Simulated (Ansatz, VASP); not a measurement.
## Two plane-wave programs on CuO

```
Cu O
1.0
     4.17442    0.00000    0.33057
     0.00000    4.15212    0.00000
     1.67472    2.07606    5.36688
Cu O
4 4
Direct
  0.25000 0.25000 0.00000
  0.00000 0.50000 0.50000
  0.75000 0.75000 0.00000
  0.50000 0.00000 0.50000
  0.37500 0.87496 0.25000
  0.12500 0.62504 0.75000
  0.87500 0.37496 0.25000
  0.62500 0.12504 0.75000
```

Alike in both runs: task single point; functional PBE; k mesh 6 × 6 × 6; occupations gaussian, width 0.05 eV; collinear spin; Hubbard terms Cu d U = 4.0 eV.

|  | VASP | Ansatz |
| --- | --- | --- |
| version | VASP 6.6.1 | Ansatz 0.2.0 |
| potentials or method | VASP PAW PBE potentials, release 64 (Cu, O), cutoff 520 eV | scalar-relativistic, plane waves, PAW |
| valence electrons in the cell | 68 | 100 |

```csv
,VASP,Ansatz,Ansatz less VASP
gap on the k mesh at the Fermi level (eV),0.70,0.40,-0.304
least direct gap on the mesh (eV),1.08,0.81,-0.274
pressure (GPa),-2.9,-0.2,+2.73
net moment per atom (μB),0.00,0.00,0.000
size of the moment on the site where the two differ most (μB),0.59,0.54,-0.045
```

Site moments also hang on the region over which each program counts them. The programs project onto different local orbitals, so the same U acts differently, and such runs can settle in different states. VASP's potentials hold 68 valence electrons a cell and Ansatz's 100, so a difference there can come from the potentials and not from the codes. Ansatz's warnings: stability check not made.
